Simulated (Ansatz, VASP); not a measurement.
## One calculation of Si10GeO20, two programs

```
Si O Ge
1.0
     0.00000    6.91142    6.41851
     6.91142    0.00000    6.41851
     6.91142    6.91142    0.00000
Si O Ge
10 20 1
Direct
  0.92570 0.19480 0.07280
  0.80709 0.07310 0.92354
  0.57064 0.30722 0.69856
  0.69725 0.42433 0.30512
  0.24794 0.25351 0.74909
  0.42414 0.69254 0.57672
  0.30744 0.58020 0.42329
  0.08260 0.80651 0.18763
  0.19594 0.92391 0.80326
  0.75817 0.74686 0.24276
  0.07726 0.28453 0.91417
  0.72416 0.91707 0.08206
  0.41610 0.22498 0.77545
  0.79656 0.57455 0.21128
  0.00657 0.00093 0.18336
  0.30385 0.69566 0.50280
  0.68733 0.31959 0.50105
  0.00087 0.99656 0.80956
  0.80355 0.30535 0.19392
  0.68952 0.18956 0.81018
  0.59315 0.74931 0.41577
  0.23359 0.41866 0.57724
  0.92507 0.72705 0.26454
  0.26581 0.08683 0.72972
  0.48737 0.49913 0.70344
  0.81080 0.18847 0.99892
  0.20191 0.80688 0.99491
  0.50489 0.51503 0.30411
  0.32496 0.82326 0.67438
  0.19235 0.69115 0.30804
  0.08712 0.49736 0.04900
```

Alike in both runs: functional LDA; k mesh 2 × 2 × 2; occupations gaussian, width 0.02 eV; no spin polarisation.

Ansatz relaxed the structure, and its values are those at the end. VASP's run is a single point on that final structure, the one shown.

|  | VASP | Ansatz |
| --- | --- | --- |
| version | VASP 6.6.1 | Ansatz 0.2.0 |
| potentials or method | VASP PAW LDA potentials, release 64 (Si, O, Ge_d), cutoff 520 eV | scalar-relativistic, plane waves, PAW |
| valence electrons in the cell | 174 | 174 |

Ansatz gave:

```
rms of the force components (eV/Å) : 0.010
```

Which values does VASP return?

rms of the force components (eV/Å): 0.026.

Ansatz warns that its potentials were made for another functional, while VASP's fit it. LDA's correlation is that of Perdew and Zunger in VASP and of Perdew and Wang (1992) in Ansatz.

The k mesh is coarse, so the values compare programs but aren't converged.
